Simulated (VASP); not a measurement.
**W: single point with LDA**

The system is W.

```
W
1.0
     1.59373   -2.25463    0.00000
     1.59373    2.25463    0.00000
     0.00000    0.00000    4.46812
W
1
Direct
  0.50000 0.50000 0.50000
```

| Property | Result |
| --- | --- |
| Program | VASP 6.6.1 |
| Task | single point |
| Functional | LDA |
| Potentials or basis | VASP PAW LDA potentials, release 64 (W_sv) |
| Cutoff | 520 eV |
| k mesh | 11 × 11 × 7 |
| Occupations | fermi-dirac, width 0.05 eV |
| Spin | no spin polarisation |
| Dipole correction | no |
| Further INCAR settings | ALGO = Normal; EDIFF = 1e-07; NBANDS = 13 |

The pressure is -24.9 GPa and the band gap on the k mesh is zero (band 7 reaches 4.05 eV, above the bottom of band 8 at 2.59 eV).

Stress tensor (GPa, compression positive):
```
-34.52   0.00   0.00
  0.00 -30.19   0.00
  0.00   0.00 -10.04
```

Levels at points of the mesh, in eV from the Fermi level:
```
           k point  band 3  band 4  band 5  band 6  band 7  band 8  band 9  band 10  band 11  band 12
(0.00, 0.00, 0.00)  -37.74  -37.48   -6.27   -2.12   -1.87    2.14    2.36     3.01     3.32     9.05
```

Run time: 31 s on 1 thread of AMD EPYC 9R14 (Zen 4), with other jobs on the host, peak memory 0.15 GiB.

Caveat: spin-orbit coupling is left out, which moves the levels of the heavy elements.
